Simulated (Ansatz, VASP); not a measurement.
**Y3Ti in VASP and in Ansatz**

Contents of INCAR:

```
SYSTEM = Y3Ti
  PREC = Accurate
  ENCUT = 520
  EDIFF = 1E-6
  ISMEAR = 0
  SIGMA = 0.1
  LREAL = .False.
  LASPH = .True.
  NELM = 60
  ALGO = Normal
  ISIF = 2
  LWAVE = .False.
  LCHARG = .False.
  GGA = PE
  NBANDS = 30
```

The input KPOINTS:

```
Automatic mesh
0
Gamma
  6 6 6
  0 0 0
```

The input POSCAR:

```
Y3Ti
1.0
   -2.1994843412      2.1994843412      4.9131338530
    2.1994843412     -2.1994843412      4.9131338530
    2.1994843412      2.1994843412     -4.9131338530
Y Ti
3 1
Direct
    0.5000000000      0.5000000000      0.0000000000
    0.2500000000      0.7500000000      0.5000000000
    0.7500000000      0.2500000000      0.5000000000
    0.0000000000      0.0000000000      0.0000000000
```

Input for Ansatz:

```yaml
crystal:
  lattice:
    - [-2.1994843412, 2.1994843412, 4.913133853]
    - [2.1994843412, -2.1994843412, 4.913133853]
    - [2.1994843412, 2.1994843412, -4.913133853]
  atoms:
    - { symbol: "Y", position: [0.5, 0.5, 0.0] }
    - { symbol: "Y", position: [0.25, 0.75, 0.5] }
    - { symbol: "Y", position: [0.75, 0.25, 0.5] }
    - { symbol: Ti, position: [0.0, 0.0, 0.0] }
basis:
  ecutwfc: 420
kpoints:
  mp_grid: { grid: [6, 6, 6] }
hamiltonian:
  xc: pbe
scf:
  occupations: { method: gaussian, width: 0.1 }
  lower_state_search: "off"
output:
  forces: true
  stress: true
  eigenvalues: true
```

Alike in both runs: task single point; functional PBE; k mesh 6 × 6 × 6; occupations gaussian, width 0.1 eV; no spin polarisation.

|  | VASP | Ansatz |
| --- | --- | --- |
| version | VASP 6.6.1 | Ansatz 0.2.0 |
| potentials or method | VASP PAW PBE potentials, release 64 (Y_sv, Ti_sv), cutoff 520 eV | scalar-relativistic, plane waves, PAW |
| valence electrons in the cell | 45 | 45 |

|  | VASP | Ansatz | Ansatz less VASP |
| --- | --- | --- | --- |
| gap on the k mesh at the Fermi level (eV) | none | none | - |
| pressure (GPa) | 9.6 | 9.9 | +0.24 |
| traceless stress, the component that is largest in VASP (GPa) | -3.35 | -3.31 | +0.046 |

A gap of «none» marks a metal or a gap that the smearing closes. The functional is the same, so the differences come from potentials, cutoffs and numerics.
